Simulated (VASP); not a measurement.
# Ti4C3 (Pm-3m) in VASP: notebook

The runs below take Ti4C3 through single point, with PBE.

All numbers are computed with VASP 6.6.1; they aren't measurements. Logs are shortened: lines on timing, memory, paths and dates and some standing lists are left out, and cuts for length are marked.

## 1. The cell of the first run

The structure is cubic, space group Pm-3m (No. 221). The conventional cell has a = 4.131 Å, b = 4.131 Å, c = 4.131 Å, α = 90.00°, β = 90.00°, γ = 90.00°. Ti (site symmetry m-3m) has 6 C at 2.07 Å within 2.7 Å. Ti (site symmetry 4/mmm) has 4 C at 2.07 Å within 2.7 Å. Within 2.7 Å of C (site symmetry 4/mmm) lie 6 Ti at 2.07 Å.

## 2. Single point, PBE (10.07 Å³/atom)

Contents of INCAR:

```
ALGO = Normal
EDIFF = 1E-6
ENCUT = 520
GGA = PE
ISIF = 2
ISMEAR = 0
LASPH = True
LCHARG = False
LREAL = False
LWAVE = False
NBANDS = 39
NELM = 60
PREC = Accurate
SIGMA = 0.1
```

Contents of KPOINTS:

```
k-points
0
Gamma
  10 10 10
```

Contents of POSCAR:

```
Ti4C3
1.0
    4.1305293977      0.0000000000      0.0000000000
    0.0000000000      4.1305293977      0.0000000000
    0.0000000000      0.0000000000      4.1305293977
Ti C
4 3
Direct
    0.0000000000      0.0000000000      0.0000000000
    0.0000000000      0.5000000000      0.5000000000
    0.5000000000      0.0000000000      0.5000000000
    0.5000000000      0.5000000000      0.0000000000
    0.5000000000      0.0000000000      0.0000000000
    0.0000000000      0.5000000000      0.0000000000
    0.0000000000      0.0000000000      0.5000000000
```

Potentials or basis: VASP PAW PBE potentials, release 64 (Ti_sv, C).

Launch:

```console
$ cat potpaw_PBE.64/Ti_sv/POTCAR potpaw_PBE.64/C/POTCAR > POTCAR
$ mpirun -np 1 vasp_std > vasp.out
```

OUTCAR:

```text
EDIFF = 1E-6
   ENCUT = 520
   GGA = PE
   ISIF = 2
   ISMEAR = 0
   LASPH = True
   LREAL = False
   NELM = 60
   PREC = Accurate

 ion  position               nearest neighbor table
   1  0.000  0.000  0.000-   5 2.07   6 2.07   7 2.07   7 2.07   6 2.07   5 2.07   2 2.92   3 2.92
                             2 2.92   2 2.92   4 2.92   3 2.92   2 2.92   3 2.92   4 2.92   4 2.92
   2  0.000  0.500  0.500-   6 2.07   7 2.07   6 2.07   7 2.07   3 2.92   1 2.92   4 2.92   4 2.92
                             1 2.92   3 2.92   1 2.92   1 2.92   3 2.92   4 2.92   4 2.92   3 2.92
   3  0.500  0.000  0.500-   5 2.07   7 2.07   5 2.07   7 2.07   2 2.92   1 2.92   4 2.92   4 2.92
                             2 2.92   4 2.92   4 2.92   1 2.92   2 2.92   1 2.92   1 2.92   2 2.92
   4  0.500  0.500  0.000-   5 2.07   6 2.07   5 2.07   6 2.07   2 2.92   2 2.92   3 2.92   1 2.92
                             3 2.92   3 2.92   3 2.92   1 2.92   2 2.92   1 2.92   2 2.92   1 2.92
   5  0.500  0.000  0.000-   1 2.07   3 2.07   4 2.07   3 2.07   4 2.07   1 2.07
   6  0.000  0.500  0.000-   1 2.07   2 2.07   4 2.07   2 2.07   1 2.07   4 2.07
   7  0.000  0.000  0.500-   1 2.07   2 2.07   3 2.07   1 2.07   2 2.07   3 2.07

  LATTYP: Found a simple cubic cell.
 ALAT       =     4.1305293977

  Lattice vectors:

 A1 = (   4.1305293977,   0.0000000000,   0.0000000000)
 A2 = (   0.0000000000,   4.1305293977,   0.0000000000)
 A3 = (   0.0000000000,   0.0000000000,   4.1305293977)

Analysis of symmetry for initial positions (statically):
=====================================================================
 Subroutine PRICEL returns:
 Original cell was already a primitive cell.

 Routine SETGRP: Setting up the symmetry group for a
 simple cubic supercell.

 Subroutine GETGRP returns: Found 48 space group operations
 (whereof 48 operations were pure point group operations)
 out of a pool of 48 trial point group operations.

The static configuration has the point symmetry O_h .

Analysis of symmetry for dynamics (positions and initial velocities):
=====================================================================
 Subroutine PRICEL returns:
 Original cell was already a primitive cell.

 Routine SETGRP: Setting up the symmetry group for a
 simple cubic supercell.

 Subroutine GETGRP returns: Found 48 space group operations
 (whereof 48 operations were pure point group operations)
 out of a pool of 48 trial point group operations.

The dynamic configuration has the point symmetry O_h .

 Subroutine INISYM returns: Found 48 space group operations
 (whereof 48 operations are pure point group operations),
 and found     1 'primitive' translations

----------------------------------------------------------------------------------------

                                     Primitive cell

  volume of cell :      70.4721

  direct lattice vectors                    reciprocal lattice vectors
     4.130529398  0.000000000  0.000000000     0.242099717  0.000000000  0.000000000
     0.000000000  4.130529398  0.000000000     0.000000000  0.242099717  0.000000000
     0.000000000  0.000000000  4.130529398     0.000000000  0.000000000  0.242099717

  length of vectors
     4.130529398  4.130529398  4.130529398     0.242099717  0.242099717  0.242099717

  position of ions in fractional coordinates (direct lattice)
     0.000000000  0.000000000  0.000000000
     0.000000000  0.500000000  0.500000000
     0.500000000  0.000000000  0.500000000
     0.500000000  0.500000000  0.000000000
     0.500000000  0.000000000  0.000000000
     0.000000000  0.500000000  0.000000000
     0.000000000  0.000000000  0.500000000

  ion indices of the primitive-cell ions
   primitive index   ion index
                 1           1
                 2           2
                 3           3
                 4           4
                 5           5
                 6           6
                 7           7

----------------------------------------------------------------------------------------

 KPOINTS: k-points

Automatic generation of k-mesh.
 Grid dimensions read from file:
 generate k-points for:   10   10   10

 Generating k-lattice:

  Cartesian coordinates                     Fractional coordinates (reciprocal lattice)
     0.024209972  0.000000000  0.000000000     0.100000000  0.000000000  0.000000000
     0.000000000  0.024209972  0.000000000     0.000000000  0.100000000  0.000000000
     0.000000000  0.000000000  0.024209972     0.000000000  0.000000000  0.100000000

  Length of vectors
     0.024209972  0.024209972  0.024209972

  Shift w.r.t. Gamma in fractional coordinates (k-lattice)
     0.000000000  0.000000000  0.000000000

 Subroutine IBZKPT returns following result:
 ===========================================

 Found     56 irreducible k-points:

 Following reciprocal coordinates:
            Coordinates               Weight
  0.000000  0.000000  0.000000      1.000000
  0.100000  0.000000  0.000000      6.000000
  0.200000  0.000000  0.000000      6.000000
  0.300000  0.000000  0.000000      6.000000
  0.400000  0.000000  0.000000      6.000000
  0.500000  0.000000  0.000000      3.000000
[... 16 lines left out ...]
  0.200000  0.100000  0.100000     24.000000
  0.300000  0.100000  0.100000     24.000000
 [... further k-points ...]
   k-points           NKPTS =     56   k-points in BZ     NKDIM =     56   number of bands    NBANDS=     39
   number of dos      NEDOS =    301   number of ions     NIONS =      7
   total plane-waves  NPLWV =  32768
   dimension x,y,z NGX =    32 NGY =   32 NGZ =   32
   dimension x,y,z NGXF=    64 NGYF=   64 NGZF=   64
   ions per type =               4   3
   NGX,Y,Z   is equivalent  to a cutoff of  12.88, 12.88, 12.88 a.u.
   NGXF,Y,Z  is equivalent  to a cutoff of  25.76, 25.76, 25.76 a.u.
 SYSTEM =  unknown system
   PREC   = accura    normal or accurate (medium, high low for compatibility)
   ISTART =      0    job   : 0-new  1-cont  2-samecut
   ICHARG =      2    charge: 1-file 2-atom 10-const
   ISPIN  =      1    spin polarized calculation?
   LNONCOLLINEAR =      F non collinear calculations
   LSORBIT =      F    spin-orbit coupling
   LASPH  =      T    aspherical Exc in radial PAW
   ENCUT  =  520.0 eV  38.22 Ry    6.18 a.u.   7.68  7.68  7.68*2*pi/ulx,y,z
   NELM   =     60;   NELMIN=  2; NELMDL= -5     # of ELM steps
   EDIFF  = 0.1E-05   stopping-criterion for ELM
   LREAL  =      F    real-space projection
   EDIFFG = 0.1E-04   stopping-criterion for IOM
   NSW    =      0    number of steps for IOM
   IBRION =     -1    ionic relax: 0-MD 1-quasi-New 2-CG
   NFREE  =      0    steps in history (QN), initial steepest desc. (CG)
   ISIF   =      2    stress and relaxation
   ISYM   =      2    0-nonsym 1-usesym 2-fastsym
   POTIM  = 0.5000    time-step for ionic-motion
   TEBEG  =    0.0;   TEEND  =   0.0 temperature during run
   PSTRESS=    0.0 pullay stress
   NELECT =      60.0000    total number of electrons
   NUPDOWN=      -1.0000    fix difference up-down
   EMIN   =  10.00;   EMAX   =-10.00  energy-range for DOS
   EFERMI =   0.00;   METHOD = LEGACY
   ISMEAR =     0;   SIGMA  =   0.10  broadening in eV -4-tet -1-fermi 0-gaus
   EFERMI_NEDOS =   21; number of points for ismear=-14 and -15
   IALGO  =     38    algorithm
   IMIX   =      4    mixing-type and parameters
     AMIX     =   0.40;   BMIX     =  1.00
     AMIX_MAG =   1.60;   BMIX_MAG =  1.00
  volume/ion in A,a.u.               =      10.07        67.94
  Fermi-wavevector in a.u.,A,eV,Ry     =   1.551623  2.932142 32.756486  2.407534
  Thomas-Fermi vector in A             =   2.656116
   LORBIT       =      0    0 simple, 1 ext, 2 COOP (PROOUT), +10 PAW based schemes
   GGA     = PE    functional components
   LHFCALC =     F    Hartree Fock is set to
   AEXX    =    0.0000 exact exchange contribution
   IVDW    =     0    specifies the selected vdW correction
   LEPSILON=     F    determine dielectric tensor
   LRPA    =     F    only Hartree local field effects (RPA)
 non-spin polarized calculation
 Gauss-broadening in eV      SIGMA  =   0.10
  energy-cutoff  :      520.00
  volume of cell :       70.47
 maximum number of plane-waves:      1924
 NGX is ok and might be reduce to    32
   NGX = 15   NGY = 15   NGZ = 15

 number of electron      60.0000012 magnetization

 Free energy of the ion-electron system (eV)
  ---------------------------------------------------
  ext. energy  EPLUGINS =         0.00000000
  ---------------------------------------------------
  free energy    TOTEN  =       -62.93339728 eV

  energy without entropy =      -62.92480465  energy(sigma->0) =      -62.92910097

 E-fermi :  10.5997     XC(G=0): -12.9502

 val. band max:       10.5960388754   @ k =   0.5000   0.5000   0.3000
 cond. band min:      10.6030714773   @ k =   0.4000   0.1000   0.0000
 fundamental gap:      0.0070326019
 Fermi energy:        10.5996773247

 k-point     1 :       0.0000    0.0000    0.0000
  band No.  band energies     occupation
      1     -45.9496      2.00000
      2     -45.8039      2.00000
      3     -45.8039      2.00000
      4     -45.6164      2.00000
      5     -22.5329      2.00000
      6     -22.5329      2.00000
[... 31 lines left out ...]
     38      13.5287      0.00000
     39      13.8241      0.00000

 k-point     2 :       0.1000    0.0000    0.0000
  band No.  band energies     occupation
      1     -45.9459      2.00000
      2     -45.8067      2.00000
      3     -45.8039      2.00000
      4     -45.6175      2.00000
      5     -22.5228      2.00000
      6     -22.5228      2.00000
[... 31 lines left out ...]
     38      13.6430      0.00000
     39      14.0413      0.00000

 k-point     3 :       0.2000    0.0000    0.0000
  band No.  band energies     occupation
      1     -45.9352      2.00000
      2     -45.8149      2.00000
      3     -45.8038      2.00000
      4     -45.6201      2.00000
      5     -22.4937      2.00000
      6     -22.4937      2.00000
[... 832 lines left out ...]
 k-point    23 :       0.2000    0.1000    0.1000
  band No.  band energies     occupation
      1     -45.9286      2.00000
      2     -45.8156      2.00000
      3     -45.8078      2.00000
      4     -45.6220      2.00000
      5     -22.4808      2.00000
      6     -22.4765      2.00000
[... 31 lines left out ...]
     38      14.0450      0.00000
     39      14.3341      0.00000

 k-point    24 :       0.3000    0.1000    0.1000
  band No.  band energies     occupation
      1     -45.9132      2.00000
      2     -45.8281      2.00000
      3     -45.8078      2.00000
      4     -45.6251      2.00000
      5     -22.4453      2.00000
      6     -22.4405      2.00000
[... 31 lines left out ...]
     38      13.8387      0.00000
     39      14.2737      0.00000

 [... further k-points ...]
[... 5 lines left out ...]
  --------------------------------------------------------------------------------------
  -------------------------------------------------------------------------------------
  Total       15.7839032     15.7839032     15.7839032     -0.0000000      0.0000000     -0.0000000
  in kB      358.8457768    358.8457768    358.8457768     -0.0000000      0.0000000     -0.0000000
  external PRESSURE =     358.8457768 kB  Pullay stress =       0.0000000 kB

 VOLUME and BASIS-vectors are now :
 -----------------------------------------------------------------------------
  energy-cutoff  :      520.00
  volume of cell :       70.47
      direct lattice vectors                 reciprocal lattice vectors
     4.130529398  0.000000000  0.000000000     0.242099717  0.000000000  0.000000000
     0.000000000  4.130529398  0.000000000     0.000000000  0.242099717  0.000000000
     0.000000000  0.000000000  4.130529398     0.000000000  0.000000000  0.242099717

 POSITION                                       TOTAL-FORCE (eV/Angst)
 -----------------------------------------------------------------------------------
      0.00000      0.00000      0.00000         0.000000      0.000000      0.000000
      0.00000      2.06526      2.06526         0.000000      0.000000      0.000000
      2.06526      0.00000      2.06526         0.000000      0.000000      0.000000
      2.06526      2.06526      0.00000         0.000000      0.000000      0.000000
      2.06526      0.00000      0.00000         0.000000      0.000000      0.000000
      0.00000      2.06526      0.00000         0.000000      0.000000      0.000000
      0.00000      0.00000      2.06526         0.000000      0.000000      0.000000
 -----------------------------------------------------------------------------------
    total drift:                                0.000000     -0.000000     -0.000000

  FREE ENERGIE OF THE ION-ELECTRON SYSTEM (eV)
  ---------------------------------------------------
  free  energy   TOTEN  =       -62.9333972806 eV

  energy  without entropy=      -62.9248046531  energy(sigma->0) =      -62.92910097
```

It took 2.3 min on 1 thread of Intel Xeon 8259CL, shared host; peak memory 0.25 GiB.

Results:

```
Free energy            : -62.9334 eV
Pressure               : 35.9 GPa
Band gap on the k mesh : zero (bands 30 and 31 overlap by 1.23 eV)
```

Levels at points of the mesh, in eV from the Fermi level:
| k point | band 27 | band 28 | band 29 | band 30 | band 31 | band 32 | band 33 | band 34 |
| --- | --- | --- | --- | --- | --- | --- | --- | --- |
| (0.00, 0.00, 0.00) | -0.13 | -0.13 | -0.13 | 0.57 | 0.57 | 0.57 | 0.95 | 0.95 |
| (0.50, 0.00, 0.00) | -2.01 | -1.10 | -0.87 | -0.66 | -0.66 | 1.12 | 1.12 | 1.61 |
| (0.50, 0.50, 0.00) | -3.18 | -3.18 | -0.98 | -0.63 | 0.57 | 0.57 | 2.21 | 2.22 |
| (0.50, 0.50, 0.50) | -3.60 | -3.60 | -0.01 | -0.01 | -0.01 | 0.27 | 3.18 | 3.18 |

Caveat: the cell stands under pressure.

## 3. Single point, PBE (10.41 Å³/atom)

This run uses another cell than the first one, of 10.41 Å³/atom.

Contents of INCAR:

```
PREC     = Accurate       # precision mode
ENCUT    = 520            # plane-wave cutoff, eV
EDIFF    = 1E-6           # SCF threshold, eV
ISMEAR   = 0              # smearing method
SIGMA    = 0.1            # smearing width, eV
LREAL    = False          # projectors in reciprocal space
LASPH    = True           # aspherical terms in the spheres
NELM     = 60             # most SCF steps
ALGO     = Normal         # electronic algorithm
ISIF     = 2              # what is computed and relaxed
LWAVE    = False          # write WAVECAR
LCHARG   = False          # write CHGCAR
GGA      = PE             # functional
NBANDS   = 39             # bands
```

Contents of KPOINTS:

```
regular mesh
0
Gamma
  10 10 10
```

Changes to POSCAR since step 2:

```diff
@@ -2,5 +2,5 @@
 1.0
-    4.1305293977      0.0000000000      0.0000000000
-    0.0000000000      4.1305293977      0.0000000000
-    0.0000000000      0.0000000000      4.1305293977
+    4.1769437253      0.0000000000      0.0000000000
+    0.0000000000      4.1769437253      0.0000000000
+    0.0000000000      0.0000000000      4.1769437253
 Ti C
```

Potentials or basis: VASP PAW PBE potentials, release 64 (Ti_sv, C).

Launch:

```console
$ cat potpaw_PBE.64/Ti_sv/POTCAR potpaw_PBE.64/C/POTCAR > POTCAR
$ mpirun -np 1 vasp_std > vasp.out
```

Run time: 2.6 min. Hardware: 1 thread of Intel Xeon 8259CL, shared host; peak memory 0.25 GiB.

The run converged. Its results:

```yaml
Free_energy: -63.3877 eV
Pressure: 24.8 GPa
Band_gap_on_the_k_mesh: zero (bands 30 and 31 overlap by 1.21 eV)
```

Levels at points of the mesh, in eV from the Fermi level:
| k point | band 26 | band 27 | band 28 | band 29 | band 30 | band 31 | band 32 | band 33 | band 34 | band 35 |
| --- | --- | --- | --- | --- | --- | --- | --- | --- | --- | --- |
| (0.00, 0.00, 0.00) | -2.07 | -0.17 | -0.17 | -0.17 | 0.57 | 0.57 | 0.57 | 0.91 | 0.91 | 0.91 |
| (0.50, 0.00, 0.00) | -2.69 | -1.93 | -1.02 | -0.81 | -0.65 | -0.65 | 1.09 | 1.09 | 1.55 | 2.27 |
| (0.50, 0.50, 0.00) | -3.11 | -3.11 | -3.07 | -0.95 | -0.59 | 0.56 | 0.56 | 2.14 | 2.14 | 2.26 |
| (0.50, 0.50, 0.50) | -3.52 | -3.47 | -3.47 | 0.00 | 0.00 | 0.00 | 0.21 | 3.04 | 3.04 | 3.06 |

Caveat: the cell stands under pressure.

[end of part 1 of 2]

The gap in the log of VASP goes by the Fermi energy; the results here count the filled bands.